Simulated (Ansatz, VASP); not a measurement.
BN: VASP beside Ansatz

Contents of INCAR:

```
PREC = Accurate ; ENCUT = 520
EDIFF = 1E-7 ; ISMEAR = 0
SIGMA = 0.05 ; LREAL = False
LASPH = True ; NELM = 80
ALGO = Normal ; ISIF = 2
LWAVE = False ; LCHARG = False
GGA = PE ; NBANDS = 16
```

File KPOINTS:

```
regular mesh
0
Gamma
  12 12 4
```

File POSCAR:

```
BN
1.0
    2.5121751215      0.0000000000      0.0000000000
   -1.2560875608      2.1756074740      0.0000000000
    0.0000000000      0.0000000000      8.3436910039
B N
2 2
Direct
    0.3333333333      0.6666666667      0.2500000000
    0.6666666667      0.3333333333      0.7500000000
    0.3199498793      0.7032309430      0.7500000000
    0.6666666667      0.3333333333      0.2500000000
```

Input for Ansatz:

```yaml
crystal:
  lattice:
    - [2.5121751215, 0.0, 0.0]
    - [-1.2560875608, 2.175607474, 0.0]
    - [0.0, 0.0, 8.3436910039]
  atoms:
    - { symbol: B, position: [0.3333333333, 0.6666666667, 0.25] }
    - { symbol: B, position: [0.6666666667, 0.3333333333, 0.75] }
    - { symbol: "N", position: [0.3199498793, 0.703230943, 0.75] }
    - { symbol: "N", position: [0.6666666667, 0.3333333333, 0.25] }
basis:
  ecutwfc: 420
kpoints:
  mp_grid: { grid: [12, 12, 4] }
hamiltonian:
  xc: pbe
scf:
  occupations: { method: gaussian, width: 0.05 }
output:
  forces: true
  stress: true
  eigenvalues: true
  write_density: true
  write_potential: true
  elf: true
  volumetric_format: npy
```

Alike in both runs: task single point; functional PBE; k mesh 12 × 12 × 4; occupations gaussian, width 0.05 eV; no spin polarisation.

|  | VASP | Ansatz |
| --- | --- | --- |
| version | VASP 6.6.1 | Ansatz 0.2.0 |
| potentials or method | VASP PAW PBE potentials, release 64 (B, N), cutoff 520 eV | scalar-relativistic, plane waves, PAW |
| valence electrons in the cell | 16 | 16 |

```tsv
	VASP	Ansatz	Ansatz less VASP
gap on the k mesh at the Fermi level (eV)	4.22	4.23	+0.007
least direct gap on the mesh (eV)	4.45	4.45	-0.001
pressure (GPa)	1.8	1.7	-0.02
traceless stress, the component that is largest in VASP (GPa)	4.43	4.35	-0.074
rms of the force components (eV/Å)	1.650	1.654	+0.0044
```

Atom by atom the forces differ by 0.004 eV/Å (rms over components).
